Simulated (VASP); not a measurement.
# ScSi2 (P6/mmm) in VASP: a series of runs, part 2 of 2

VASP 6.6.1.

### 3 Single point, PBEsol (zz strain of -1 %)

INCAR reads:

```
PREC = Accurate
ENCUT = 520
EDIFF = 1E-7
ISMEAR = -1
SIGMA = 0.05
LREAL = False
LASPH = True
NELM = 60
ALGO = Normal
ISIF = 2
LWAVE = False
LCHARG = False
GGA = PS
NBANDS = 16
```

KPOINTS reads:

```
Automatic mesh
0
Gamma
  13 13 11
```

POSCAR reads:

```
ScSi2
1.0
    3.6599987106      0.0000000000      0.0000000000
   -1.8299993553      3.1696518612      0.0000000000
    0.0000000000      0.0000000000      3.8313000000
Sc Si
1 2
Direct
    0.0000000000      0.0000000000      0.0000000000
    0.3333333333      0.6666666667      0.5000000000
    0.6666666667      0.3333333333      0.5000000000
```

Potentials or basis: VASP PAW PBE potentials, release 64 (Sc_sv, Si).

Command:

```bash
$ cat potpaw_PBE.64/Sc_sv/POTCAR potpaw_PBE.64/Si/POTCAR > POTCAR
$ mpirun -np 1 vasp_std > vasp.out
```

OUTCAR:

```text
PREC = Accurate
   ENCUT = 520
   EDIFF = 1E-7
   ISMEAR = -1
   LREAL = False
   LASPH = True
   NELM = 60
   ISIF = 2
   GGA = PS

 ion  position               nearest neighbor table
   1  0.000  0.000  0.000-   2 2.85   3 2.85   2 2.85   3 2.85   3 2.85   3 2.85   2 2.85   2 2.85
                             3 2.85   3 2.85   2 2.85   2 2.85
   2  0.333  0.667  0.500-   3 2.11   3 2.11   3 2.11   1 2.85   1 2.85   1 2.85   1 2.85   1 2.85
                             1 2.85
   3  0.667  0.333  0.500-   2 2.11   2 2.11   2 2.11   1 2.85   1 2.85   1 2.85   1 2.85   1 2.85
                             1 2.85

  LATTYP: Found a hexagonal cell.
 ALAT       =     3.6599987106
 C/A-ratio  =     1.0468036475

  Lattice vectors:

 A1 = (   3.6599987106,   0.0000000000,   0.0000000000)
 A2 = (  -1.8299993553,   3.1696518612,   0.0000000000)
 A3 = (   0.0000000000,   0.0000000000,   3.8313000000)

Analysis of symmetry for initial positions (statically):
=====================================================================
 Subroutine PRICEL returns:
 Original cell was already a primitive cell.

 Routine SETGRP: Setting up the symmetry group for a
 hexagonal supercell.
[... 172 lines left out ...]
 cond. band min:       9.2260945064   @ k =   0.3846   0.0769   0.4545
 fundamental gap:      0.0056277095
 Fermi energy:         9.2238096008

 k-point     1 :       0.0000    0.0000    0.0000
  band No.  band energies     occupation
      1     -40.0709      2.00000
      2     -18.8693      2.00000
      3     -18.8033      2.00000
      4     -18.8033      2.00000
      5      -4.6306      2.00000
      6       5.7482      2.00000
[... 433 lines left out ...]
      3     -18.8318      2.00000
      4     -18.8094      2.00000
      5      -4.2278      2.00000
      6       4.2505      2.00000
[... 8 lines left out ...]
     15      12.1904      0.00000
     16      12.6330      0.00000

 [... further k-points ...]

------------------------ aborting loop because EDIFF is reached ----------------------------------------

  FORCE on cell =-STRESS in cart. coord.  units (eV):
  Direction    XX          YY          ZZ          XY          YZ          ZX
  --------------------------------------------------------------------------------------
  -------------------------------------------------------------------------------------
  Total        9.8125491      9.8125491     -0.2741580      0.0000000      0.0000000      0.0000000
  in kB      353.7152372    353.7152372     -9.8826374      0.0000000      0.0000000      0.0000000
  external PRESSURE =     232.5159457 kB  Pullay stress =       0.0000000 kB

 VOLUME and BASIS-vectors are now :
 -----------------------------------------------------------------------------
  energy-cutoff  :      520.00
  volume of cell :       44.45
      direct lattice vectors                 reciprocal lattice vectors
     3.659998711  0.000000000  0.000000000     0.273224140  0.157746031  0.000000000
    -1.829999355  3.169651861  0.000000000     0.000000000  0.315492062  0.000000000
     0.000000000  0.000000000  3.831300000     0.000000000  0.000000000  0.261008013

 POSITION                                       TOTAL-FORCE (eV/Angst)
 -----------------------------------------------------------------------------------
      0.00000      0.00000      0.00000         0.000000      0.000000      0.000000
     -0.00000      2.11310      1.91565        -0.000000      0.000000      0.000000
      1.83000      1.05655      1.91565         0.000000     -0.000000      0.000000
 -----------------------------------------------------------------------------------
    total drift:                               -0.000000      0.000000      0.000000

  FREE ENERGIE OF THE ION-ELECTRON SYSTEM (eV)
  ---------------------------------------------------
  free  energy   TOTEN  =       -18.6906998438 eV

  energy  without entropy=      -18.6748385453  energy(sigma->0) =      -18.68276919
```

stdout:

```text
POSCAR found type information on POSCAR ScSi
 POSCAR found :  2 types and       3 ions
 scaLAPACK will be used
 -----------------------------------------------------------------------------
|                                                                             |
|                                                                             |
|     You enforced a specific xc type in the INCAR file but a different       |
|     I HOPE YOU KNOW WHAT YOU ARE DOING!                                     |
|                                                                             |
 -----------------------------------------------------------------------------

 LDA part: xc-table for (Slater+PW92), standard interpolation
 POSCAR, INCAR and KPOINTS ok, starting setup
 FFT: planning ... GRIDC
 FFT: planning ... GRID_SOFT
 FFT: planning ... GRID
 WAVECAR not read
 entering main loop
```

Wall time 78 s (1 thread of Intel Xeon Platinum 8259CL at 2.50GHz (Skylake/Cascade Lake), shared host); peak memory 0.21 GiB.

What came out:

```
Free energy : -18.6907 eV
Pressure    : 23.3 GPa
```

Levels at points of the mesh, in eV from the Fermi level:
```csv
k point,band 5,band 6,band 7,band 8,band 9,band 10,band 11,band 12,band 13,band 14
"(0.00, 0.00, 0.00)",-13.85,-3.48,-3.48,-3.43,-2.10,1.08,1.08,1.16,1.67,1.67
```

Caveat: the cell differs from its parent crystal (zz strain of -1 %); the PAW data sets were made with another functional, which shifts forces and pressure a little.

### 4 Single point, PBEsol (zz strain of +1 %)

INCAR reads:

```
ALGO = Normal
EDIFF = 1E-6
ENCUT = 520
GGA = PS
ISIF = 2
ISMEAR = -1
LASPH = T
LCHARG = T
LELF = T
LREAL = F
LVHAR = T
LWAVE = F
NBANDS = 16
NELM = 100
PREC = Accurate
SIGMA = 0.05
```

KPOINTS reads:

```
k-points
0
Gamma
  13 13 11
```

Edit POSCAR of step 3 so:

```diff
@@ -4,3 +4,3 @@
    -1.8299993553      3.1696518612      0.0000000000
-    0.0000000000      0.0000000000      3.8313000000
+    0.0000000000      0.0000000000      3.9087000000
 Sc Si
```

Potentials or basis: VASP PAW PBE potentials, release 64 (Sc_sv, Si).

Command:

```bash
$ cat potpaw_PBE.64/Sc_sv/POTCAR potpaw_PBE.64/Si/POTCAR > POTCAR
$ mpirun -np 1 vasp_std > vasp.out
```

OUTCAR:

```text
EDIFF = 1E-6
   ENCUT = 520
   GGA = PS
   ISIF = 2
   ISMEAR = -1
   LASPH = T
   LREAL = F
   NELM = 100
   PREC = Accurate

 ion  position               nearest neighbor table
   1  0.000  0.000  0.000-   2 2.88   3 2.88   2 2.88   3 2.88   3 2.88   3 2.88   2 2.88   2 2.88
                             3 2.88   3 2.88   2 2.88   2 2.88
   2  0.333  0.667  0.500-   3 2.11   3 2.11   3 2.11   1 2.88   1 2.88   1 2.88   1 2.88   1 2.88
                             1 2.88
[... 657 lines left out ...]
  Direction    XX          YY          ZZ          XY          YZ          ZX
  --------------------------------------------------------------------------------------
  -------------------------------------------------------------------------------------
  Total        9.4753747      9.4753747     -1.1467953      0.0000000      0.0000000      0.0000000
  in kB      334.7974485    334.7974485    -40.5202076      0.0000000      0.0000000      0.0000000
  external PRESSURE =     209.6915631 kB  Pullay stress =       0.0000000 kB

 VOLUME and BASIS-vectors are now :
 -----------------------------------------------------------------------------
  energy-cutoff  :      520.00
  volume of cell :       45.34
      direct lattice vectors                 reciprocal lattice vectors
     3.659998711  0.000000000  0.000000000     0.273224140  0.157746031  0.000000000
    -1.829999355  3.169651861  0.000000000     0.000000000  0.315492062  0.000000000
     0.000000000  0.000000000  3.908700000     0.000000000  0.000000000  0.255839537

 POSITION                                       TOTAL-FORCE (eV/Angst)
 -----------------------------------------------------------------------------------
      0.00000      0.00000      0.00000         0.000000      0.000000      0.000000
     -0.00000      2.11310      1.95435         0.000000      0.000000      0.000000
      1.83000      1.05655      1.95435        -0.000000      0.000000      0.000000
 -----------------------------------------------------------------------------------
    total drift:                               -0.000000      0.000000      0.000000

  FREE ENERGIE OF THE ION-ELECTRON SYSTEM (eV)
  ---------------------------------------------------
  free  energy   TOTEN  =       -18.6768275061 eV

  energy  without entropy=      -18.6611068373  energy(sigma->0) =      -18.66896717
```

OSZICAR:

```text
N       E                     dE             d eps       ncg     rms          rms(c)
DAV:   1     0.117213401020E+03    0.11721E+03   -0.81462E+03  4040   0.112E+03
DAV:   2    -0.149635848632E+02   -0.13218E+03   -0.12902E+03  4080   0.327E+02
DAV:   3    -0.208735900131E+02   -0.59100E+01   -0.56761E+01  6208   0.646E+01
DAV:   4    -0.209960247114E+02   -0.12243E+00   -0.12230E+00  4992   0.952E+00
DAV:   5    -0.209995675477E+02   -0.35428E-02   -0.35425E-02  6192   0.157E+00    0.114E+01
DAV:   6    -0.187149100244E+02    0.22847E+01   -0.86312E+00  6680   0.274E+01    0.479E+00
DAV:   7    -0.186944501028E+02    0.20460E-01   -0.26882E-01  4840   0.362E+00    0.283E+00
DAV:   8    -0.186791131500E+02    0.15337E-01   -0.49330E-02  5872   0.237E+00    0.490E-01
DAV:   9    -0.186771600608E+02    0.19531E-02   -0.22485E-02  6336   0.155E+00    0.195E-01
DAV:  10    -0.186777226338E+02   -0.56257E-03   -0.11663E-02  6040   0.104E+00    0.184E-01
DAV:  11    -0.186768228525E+02    0.89978E-03   -0.43065E-03  6096   0.650E-01    0.834E-03
DAV:  12    -0.186768281188E+02   -0.52664E-05   -0.68164E-05  4904   0.507E-02    0.183E-02
DAV:  13    -0.186768275061E+02    0.61274E-06   -0.33686E-06  4896   0.159E-02
   1 F= -.18676828E+02 E0= -.18668967E+02  d E =-.157207E-01
```

Run time: 80 s. Hardware: 1 thread of Intel Xeon Platinum 8259CL at 2.50GHz (Skylake/Cascade Lake), shared host; peak memory 0.22 GiB.

What came out:

```
Free energy : -18.6768 eV
Pressure    : 21.0 GPa
```

Stress tensor (GPa, compression positive):
```
33.48  0.00  0.00
 0.00 33.48  0.00
 0.00  0.00 -4.05
```

Levels at points of the mesh, in eV from the Fermi level:
| k point | band 8 | band 9 | band 10 | band 11 | band 12 | band 13 |
| --- | --- | --- | --- | --- | --- | --- |
| (0.00, 0.00, 0.00) | -3.38 | -2.11 | 1.12 | 1.12 | 1.27 | 1.62 |

Caveat: the cell differs from its parent crystal (zz strain of +1 %); the PAW data sets were made with another functional, which shifts forces and pressure a little.

### 5 Summary

```csv
cell,gap on the mesh (eV),pressure (GPa)
"a = 3.660, b = 3.660, c = 3.793 Å, angles 90.0, 90.0, 120.0°, 3 atoms",none,24.5
"a = 3.660, b = 3.660, c = 3.831 Å, angles 90.0, 90.0, 120.0°, 3 atoms",none,23.3
"a = 3.660, b = 3.660, c = 3.909 Å, angles 90.0, 90.0, 120.0°, 3 atoms",none,21.0
```

Alike in all rows: task single point; level PBEsol; potentials or basis VASP PAW PBE potentials, release 64 (Sc_sv, Si); no spin polarisation; k mesh 13 × 13 × 11; cutoff (eV) 520; smearing fermi-dirac 0.05 eV.

Caveats: the PAW data sets were made with another functional, which shifts forces and pressure a little.

Total energies depend on the potentials used, so only differences within one code and one set of settings carry meaning.
